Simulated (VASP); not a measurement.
A run of VASP 6.6.1 is set up as follows.

INCAR

```
ALGO = Normal
EDIFF = 1E-6
ENCUT = 520
GGA = CA
ISIF = 2
ISMEAR = -1
LASPH = True
LCHARG = True
LELF = True
LREAL = False
LVHAR = True
LWAVE = False
NBANDS = 17
NELM = 60
PREC = Accurate
SIGMA = 0.1
```

File KPOINTS:

```
k-points
0
Gamma
  12 12 12
```

File POSCAR:

```
SnTe
1.0
    0.0000000000      3.4968307079      3.4968307079
    3.4968307079      0.0000000000      3.4968307079
    3.4968307079      3.4968307079      0.0000000000
Sn Te
1 1
Direct
    0.0000000000      0.0000000000      0.0000000000
    0.2500000000      0.2500000000      0.2500000000
```

Potentials or basis: VASP PAW LDA potentials, release 64 (Sn_d, Te).

Launch:

```bash
$ cat potpaw_LDA.64/Sn_d/POTCAR potpaw_LDA.64/Te/POTCAR > POTCAR
$ mpirun -np 1 vasp_std > vasp.out
```

Question: Estimate the pressure.

Answer: 0.1 GPa.

Question: Predict the band gap on the k mesh.

Answer: Zero (bands 10 and 11 overlap by 0.30 eV).

Caveat: semilocal functionals underestimate gaps, so a narrow gap can read as zero; spin-orbit coupling is left out, which moves the levels of the heavy elements.
